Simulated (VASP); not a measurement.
# BN (P3m1) in VASP: notebook

Runs on BN. Level: PBE. Tasks: single point.

Everything below comes from runs of VASP 6.6.1. Logs are shortened: lines on timing, memory, paths and dates and some standing lists are left out, and cuts for length are marked.

## 1. The cell of the first run

Symmetry: P3m1, No. 156, trigonal system. Conventional cell: a = 2.555 Å, b = 2.555 Å, c = 4.225 Å, α = 90.00°, β = 90.00°, γ = 120.00°. Within 1.9 Å of B (site symmetry 3m) lie 4 N at 1.46 to 1.56 Å. B (site symmetry 3m) has 4 N at 1.58 to 1.71 Å within 2.1 Å. Within 1.9 Å of N (site symmetry 3m) lie 4 B at 1.46 to 1.58 Å. N (site symmetry 3m) has 4 B at 1.56 to 1.71 Å within 2.1 Å.

## 2. Single point, PBE (mode 8 (949.4 1/cm) frozen in, largest displacement +0.075 Å)

Input file INCAR:

```
SYSTEM = BN
PREC = Accurate
ENCUT = 520
EDIFF = 1E-6
ISMEAR = 0
SIGMA = 0.05
LREAL = .False.
LASPH = .True.
NELM = 80
ALGO = Normal
ISIF = 2
LWAVE = .False.
LCHARG = .False.
GGA = PE
NBANDS = 16
```

Input file KPOINTS:

```
regular mesh
0
Gamma
  12 12 6
  0 0 0
```

Input file POSCAR:

```
BN
1.0
    2.5545800960      0.0000000000      0.0000000000
   -1.2772900480      2.2123312591      0.0000000000
    0.0000000000      0.0000000000      4.2245145352
B N
2 2
Direct
    0.6666666667      0.3333333333      0.9881273163
    0.3333333333      0.6666666667      0.5114843931
    0.6666666667      0.3333333333      0.6429476645
    0.3333333333      0.6666666667      0.1074406261
```

Potentials or basis: VASP PAW PBE potentials, release 64 (B, N).

Launch:

```
> cat potpaw_PBE.64/B/POTCAR potpaw_PBE.64/N/POTCAR > POTCAR
> mpirun -np 1 vasp_std > vasp.out
```

OUTCAR:

```text
SYSTEM = BN
   PREC = Accurate
   ENCUT = 520
   EDIFF = 1E-6
   ISMEAR = 0
   LREAL = .False.
   LASPH = .True.
   NELM = 80
   ISIF = 2
   GGA = PE

 ion  position               nearest neighbor table
   1  0.667  0.333  0.988-   3 1.46   4 1.56   4 1.56   4 1.56
   2  0.333  0.667  0.511-   3 1.58   3 1.58   3 1.58   4 1.71
   3  0.667  0.333  0.643-   1 1.46   2 1.58   2 1.58   2 1.58
   4  0.333  0.667  0.107-   1 1.56   1 1.56   1 1.56   2 1.71

  LATTYP: Found a hexagonal cell.
 ALAT       =     2.5545800960
 C/A-ratio  =     1.6537021258

  Lattice vectors:

 A1 = (   2.5545800960,   0.0000000000,   0.0000000000)
 A2 = (  -1.2772900480,   2.2123312591,   0.0000000000)
 A3 = (   0.0000000000,   0.0000000000,   4.2245145352)

Analysis of symmetry for initial positions (statically):
=====================================================================
 Subroutine PRICEL returns:
 Original cell was already a primitive cell.

 Routine SETGRP: Setting up the symmetry group for a
 hexagonal supercell.

 Subroutine GETGRP returns: Found  6 space group operations
 (whereof  6 operations were pure point group operations)
 out of a pool of 24 trial point group operations.

The static configuration has the point symmetry C_3v.

Analysis of symmetry for dynamics (positions and initial velocities):
=====================================================================
 Subroutine PRICEL returns:
 Original cell was already a primitive cell.

 Routine SETGRP: Setting up the symmetry group for a
 hexagonal supercell.

 Subroutine GETGRP returns: Found  6 space group operations
 (whereof  6 operations were pure point group operations)
 out of a pool of 24 trial point group operations.

The dynamic configuration has the point symmetry C_3v.

 Subroutine INISYM returns: Found  6 space group operations
 (whereof  6 operations are pure point group operations),
 and found     1 'primitive' translations

----------------------------------------------------------------------------------------

                                     Primitive cell

  volume of cell :      23.8752

  direct lattice vectors                    reciprocal lattice vectors
     2.554580096  0.000000000  0.000000000     0.391453766  0.226005937  0.000000000
    -1.277290048  2.212331259  0.000000000     0.000000000  0.452011875  0.000000000
     0.000000000  0.000000000  4.224514535     0.000000000  0.000000000  0.236713590

  length of vectors
     2.554580096  2.554580096  4.224514535     0.452011875  0.452011875  0.236713590

  position of ions in fractional coordinates (direct lattice)
     0.666666667  0.333333333  0.988127316
     0.333333333  0.666666667  0.511484393
     0.666666667  0.333333333  0.642947664
     0.333333333  0.666666667  0.107440626

  ion indices of the primitive-cell ions
   primitive index   ion index
                 1           1
                 2           2
                 3           3
                 4           4

----------------------------------------------------------------------------------------

 KPOINTS: regular mesh

Automatic generation of k-mesh.
 Grid dimensions read from file:
 generate k-points for:   12   12    6

 Generating k-lattice:

  Cartesian coordinates                     Fractional coordinates (reciprocal lattice)
     0.032621147  0.018833828  0.000000000     0.083333333  0.000000000  0.000000000
     0.000000000  0.037667656  0.000000000     0.000000000  0.083333333  0.000000000
     0.000000000  0.000000000  0.039452265     0.000000000  0.000000000  0.166666667

  Length of vectors
     0.037667656  0.037667656  0.039452265

  Shift w.r.t. Gamma in fractional coordinates (k-lattice)
     0.000000000  0.000000000  0.000000000

 Subroutine IBZKPT returns following result:
 ===========================================

 Found    100 irreducible k-points:

 Following reciprocal coordinates:
            Coordinates               Weight
  0.000000  0.000000  0.000000      1.000000
  0.083333 -0.000000  0.000000      6.000000
  0.166667  0.000000  0.000000      6.000000
  0.250000  0.000000  0.000000      6.000000
  0.333333 -0.000000  0.000000      6.000000
  0.416667 -0.000000  0.000000      6.000000
[... 16 lines left out ...]
  0.166667  0.000000  0.166667      6.000000
  0.000000  0.166667  0.166667      6.000000
 [... further k-points ...]
   k-points           NKPTS =    100   k-points in BZ     NKDIM =    100   number of bands    NBANDS=     16
   number of dos      NEDOS =    301   number of ions     NIONS =      4
   total plane-waves  NPLWV =  12800
   dimension x,y,z NGX =    20 NGY =   20 NGZ =   32
   dimension x,y,z NGXF=    40 NGYF=   40 NGZF=   64
   ions per type =               2   2
   NGX,Y,Z   is equivalent  to a cutoff of  13.02, 13.02, 12.59 a.u.
   NGXF,Y,Z  is equivalent  to a cutoff of  26.03, 26.03, 25.19 a.u.
 SYSTEM =  BN
   PREC   = accura    normal or accurate (medium, high low for compatibility)
   ISTART =      0    job   : 0-new  1-cont  2-samecut
   ICHARG =      2    charge: 1-file 2-atom 10-const
   ISPIN  =      1    spin polarized calculation?
   LNONCOLLINEAR =      F non collinear calculations
   LSORBIT =      F    spin-orbit coupling
   LASPH  =      T    aspherical Exc in radial PAW
   ENCUT  =  520.0 eV  38.22 Ry    6.18 a.u.   4.75  4.75  7.85*2*pi/ulx,y,z
   NELM   =     80;   NELMIN=  2; NELMDL= -5     # of ELM steps
   EDIFF  = 0.1E-05   stopping-criterion for ELM
   LREAL  =      F    real-space projection
   EDIFFG = 0.1E-04   stopping-criterion for IOM
   NSW    =      0    number of steps for IOM
   IBRION =     -1    ionic relax: 0-MD 1-quasi-New 2-CG
   NFREE  =      0    steps in history (QN), initial steepest desc. (CG)
   ISIF   =      2    stress and relaxation
   ISYM   =      2    0-nonsym 1-usesym 2-fastsym
   POTIM  = 0.5000    time-step for ionic-motion
   TEBEG  =    0.0;   TEEND  =   0.0 temperature during run
   PSTRESS=    0.0 pullay stress
   NELECT =      16.0000    total number of electrons
   NUPDOWN=      -1.0000    fix difference up-down
   EMIN   =  10.00;   EMAX   =-10.00  energy-range for DOS
   EFERMI =   0.00;   METHOD = LEGACY
   ISMEAR =     0;   SIGMA  =   0.05  broadening in eV -4-tet -1-fermi 0-gaus
   EFERMI_NEDOS =   21; number of points for ismear=-14 and -15
   IALGO  =     38    algorithm
   IMIX   =      4    mixing-type and parameters
     AMIX     =   0.40;   BMIX     =  1.00
     AMIX_MAG =   1.60;   BMIX_MAG =  1.00
  volume/ion in A,a.u.               =       5.97        40.28
  Fermi-wavevector in a.u.,A,eV,Ry     =   1.432625  2.707270 27.924811  2.052416
  Thomas-Fermi vector in A             =   2.552232
   LORBIT       =      0    0 simple, 1 ext, 2 COOP (PROOUT), +10 PAW based schemes
   GGA     = PE    functional components
   LHFCALC =     F    Hartree Fock is set to
   AEXX    =    0.0000 exact exchange contribution
   IVDW    =     0    specifies the selected vdW correction
   LEPSILON=     F    determine dielectric tensor
   LRPA    =     F    only Hartree local field effects (RPA)
 non-spin polarized calculation
 Gauss-broadening in eV      SIGMA  =   0.05
  energy-cutoff  :      520.00
  volume of cell :       23.88
 maximum number of plane-waves:       660
 NGX is ok and might be reduce to    20
   NGX =  9   NGY =  9   NGZ = 15

 number of electron      16.0000000 magnetization

 Free energy of the ion-electron system (eV)
  ---------------------------------------------------
  ext. energy  EPLUGINS =         0.00000000
  ---------------------------------------------------
  free energy    TOTEN  =       -34.47257776 eV

  energy without entropy =      -34.47257776  energy(sigma->0) =      -34.47257776

 E-fermi :   7.7940     XC(G=0): -12.7511

 val. band max:        7.4775972714   @ k =   0.0000   0.0000   0.0000
 cond. band min:      12.6046827450   @ k =   0.3333   0.3333   0.0000
 fundamental gap:      5.1270854736
 Fermi energy:         7.7939925672

 k-point     1 :       0.0000    0.0000    0.0000
  band No.  band energies     occupation
      1     -13.0203      2.00000
      2      -8.6882      2.00000
      3      -3.4067      2.00000
      4       5.1777      2.00000
      5       5.1777      2.00000
      6       7.0955      2.00000
[... 8 lines left out ...]
     15      19.3348      0.00000
     16      24.2180      0.00000

 k-point     2 :       0.0833   -0.0000    0.0000
  band No.  band energies     occupation
      1     -12.8708      2.00000
      2      -8.5741      2.00000
      3      -3.2591      2.00000
      4       4.4719      2.00000
      5       4.9017      2.00000
      6       6.9029      2.00000
[... 8 lines left out ...]
     15      19.7739      0.00000
     16      23.9625      0.00000

 k-point     3 :       0.1667    0.0000    0.0000
  band No.  band energies     occupation
      1     -12.4275      2.00000
      2      -8.2483      2.00000
      3      -2.8229      2.00000
      4       2.8149      2.00000
      5       4.2514      2.00000
      6       5.4977      2.00000
[... 8 lines left out ...]
     15      20.9173      0.00000
     16      23.0994      0.00000

 k-point     4 :       0.2500    0.0000    0.0000
  band No.  band energies     occupation
      1     -11.7083      2.00000
      2      -7.7748      2.00000
      3      -2.1215      2.00000
      4       0.8759      2.00000
      5       3.5208      2.00000
      6       3.7416      2.00000
[... 8 lines left out ...]
     15      22.3975      0.00000
     16      22.8209      0.00000

 k-point     5 :       0.3333   -0.0000    0.0000
  band No.  band energies     occupation
      1     -10.7570      2.00000
      2      -7.3245      2.00000
      3      -1.2431      2.00000
      4      -0.8097      2.00000
      5       1.9895      2.00000
      6       2.9045      2.00000
[... 8 lines left out ...]
     15      23.7430      0.00000
     16      23.8295      0.00000

 k-point     6 :       0.4167   -0.0000    0.0000
  band No.  band energies     occupation
      1      -9.6966      2.00000
      2      -7.2467      2.00000
      3      -1.8644      2.00000
      4      -0.2783      2.00000
      5       0.5998      2.00000
      6       2.5040      2.00000
[... 8 lines left out ...]
     15      24.0300      0.00000
     16      24.8601      0.00000
[... 267 lines left out ...]
 k-point    21 :       0.0833   -0.0000    0.1667
  band No.  band energies     occupation
      1     -12.7257      2.00000
      2      -9.0975      2.00000
      3      -2.4430      2.00000
      4       4.5650      2.00000
      5       5.0092      2.00000
      6       6.1447      2.00000
[... 8 lines left out ...]
     15      19.4728      0.00000
     16      23.7436      0.00000

 k-point    22 :       0.0000    0.0833    0.1667
  band No.  band energies     occupation
      1     -12.7256      2.00000
      2      -9.0976      2.00000
      3      -2.4420      2.00000
      4       4.5675      2.00000
      5       5.0066      2.00000
      6       6.1203      2.00000
[... 8 lines left out ...]
     15      19.4934      0.00000
     16      23.7084      0.00000

 k-point    23 :       0.1667    0.0000    0.1667
  band No.  band energies     occupation
      1     -12.2850      2.00000
      2      -8.7420      2.00000
      3      -2.0659      2.00000
      4       2.9373      2.00000
      5       4.3683      2.00000
      6       5.1319      2.00000
[... 8 lines left out ...]
     15      20.6097      0.00000
     16      23.3641      0.00000

 k-point    24 :       0.0000    0.1667    0.1667
  band No.  band energies     occupation
      1     -12.2847      2.00000
      2      -8.7435      2.00000
      3      -2.0557      2.00000
      4       2.9242      2.00000
      5       4.3655      2.00000
      6       5.0711      2.00000
[... 8 lines left out ...]
     15      20.6359      0.00000
     16      23.1367      0.00000

 [... further k-points ...]

------------------------ aborting loop because EDIFF is reached ----------------------------------------

  FORCE on cell =-STRESS in cart. coord.  units (eV):
  Direction    XX          YY          ZZ          XY          YZ          ZX
  --------------------------------------------------------------------------------------
  -------------------------------------------------------------------------------------
  Total        0.1369649      0.1369649      2.1407322      0.0000000      0.0000000      0.0000000
  in kB        9.1912255      9.1912255    143.6568830      0.0000000      0.0000000      0.0000000
  external PRESSURE =      54.0131113 kB  Pullay stress =       0.0000000 kB

 VOLUME and BASIS-vectors are now :
 -----------------------------------------------------------------------------
  energy-cutoff  :      520.00
  volume of cell :       23.88
      direct lattice vectors                 reciprocal lattice vectors
     2.554580096  0.000000000  0.000000000     0.391453766  0.226005937  0.000000000
    -1.277290048  2.212331259  0.000000000     0.000000000  0.452011875  0.000000000
     0.000000000  0.000000000  4.224514535     0.000000000  0.000000000  0.236713590

 POSITION                                       TOTAL-FORCE (eV/Angst)
 -----------------------------------------------------------------------------------
      1.27729      0.73744      4.17436         0.000000      0.000000      2.585583
     -0.00000      1.47489      2.16077        -0.000000      0.000000     -1.275323
      1.27729      0.73744      2.71614        -0.000000      0.000000     -4.310970
     -0.00000      1.47489      0.45388         0.000000     -0.000000      3.000709
 -----------------------------------------------------------------------------------
    total drift:                                0.000000      0.000000      0.000110

  FREE ENERGIE OF THE ION-ELECTRON SYSTEM (eV)
  ---------------------------------------------------
  free  energy   TOTEN  =       -34.4725777599 eV

  energy  without entropy=      -34.4725777599  energy(sigma->0) =      -34.47257776
```

Wall time 59 s (1 thread of AMD EPYC 7R13, shared host); peak memory 0.15 GiB.

Results:

| Quantity | Value |
| --- | --- |
| Free energy | -34.4726 eV |
| Pressure | 5.4 GPa |
| Largest force | 4.311 eV/Å |
| Band gap on the k mesh | 5.13 eV, indirect (least direct gap 8.02 eV) |

Forces on the atoms (eV/Å):
```
B    0.000  0.000  2.586
B    0.000  0.000 -1.275
N    0.000  0.000 -4.311
N    0.000  0.000  3.001
```

Stress tensor (GPa, compression positive):
```
 0.92  0.00  0.00
 0.00  0.92  0.00
 0.00  0.00 14.37
```

Caveat: the cell differs from its parent crystal (mode 8 (949.4 1/cm) frozen in, largest displacement +0.075 Å); forces of over 1 eV/Å act on the atoms, so gaps and moduli don't describe the material at rest.

## 3. Single point, PBE (mode 8 (949.4 1/cm) frozen in, largest displacement +0.037 Å)

Input file INCAR:

```
PREC = Accurate
ENCUT = 520
EDIFF = 1E-6
ISMEAR = 0
SIGMA = 0.05
LREAL = False
LASPH = True
NELM = 100
ALGO = Normal
ISIF = 2
LWAVE = False
LCHARG = False
GGA = PE
NBANDS = 16
```

Input file KPOINTS:

```
regular mesh
0
Gamma
  12 12 6
```

Input file POSCAR:

```
BN
1.0
    2.5545800960      0.0000000000      0.0000000000
   -1.2772900480      2.2123312591      0.0000000000
    0.0000000000      0.0000000000      4.2245145352
B N
2 2
Direct
    0.6666666667      0.3333333333      0.9939665855
    0.3333333333      0.6666666667      0.5056451239
    0.6666666667      0.3333333333      0.6340709049
    0.3333333333      0.6666666667      0.1163173857
```

Potentials or basis: VASP PAW PBE potentials, release 64 (B, N).

Launch:

```
> cat potpaw_PBE.64/B/POTCAR potpaw_PBE.64/N/POTCAR > POTCAR
> mpirun -np 1 vasp_std > vasp.out
```

It took 46 s on 1 thread of AMD EPYC 7R13, shared host; peak memory 0.15 GiB.

Results (log left out):

```yaml
Free_energy: -34.7444 eV
Pressure: 1.5 GPa
Largest_force: 1.930 eV/Å
Band_gap_on_the_k_mesh: 5.19 eV, indirect (least direct gap 8.19 eV)
```

Forces in eV/Å, atoms in the order of the input:
```
B    0.000  0.000  1.071
B    0.000  0.000 -0.753
N    0.000  0.000 -1.930
N    0.000  0.000  1.612
```

Stress tensor (GPa, compression positive):
```
0.40 0.00 0.00
0.00 0.40 0.00
0.00 0.00 3.71
```

Levels at points of the mesh, in eV from the valence-band top:
```
           k point  band 5  band 6  band 7  band 8  band 9  band 10  band 11  band 12
(0.00, 0.00, 0.00)   -2.15   -0.29    0.00    0.00    8.30     8.30     8.42     9.37
(0.50, 0.00, 0.00)   -6.88   -4.98   -4.34   -2.09    6.65     7.90    10.53    11.32
(0.00, 0.00, 0.50)   -1.43   -1.43   -0.95   -0.95    8.94     9.58     9.58     9.75
(0.50, 0.00, 0.50)   -4.01   -3.89   -3.49   -3.19    6.32     6.69     9.71    10.19
```

Caveat: the cell differs from its parent crystal (mode 8 (949.4 1/cm) frozen in, largest displacement +0.037 Å); forces of over 1 eV/Å act on the atoms, so gaps and moduli don't describe the material at rest. A k mesh can miss the band edges.
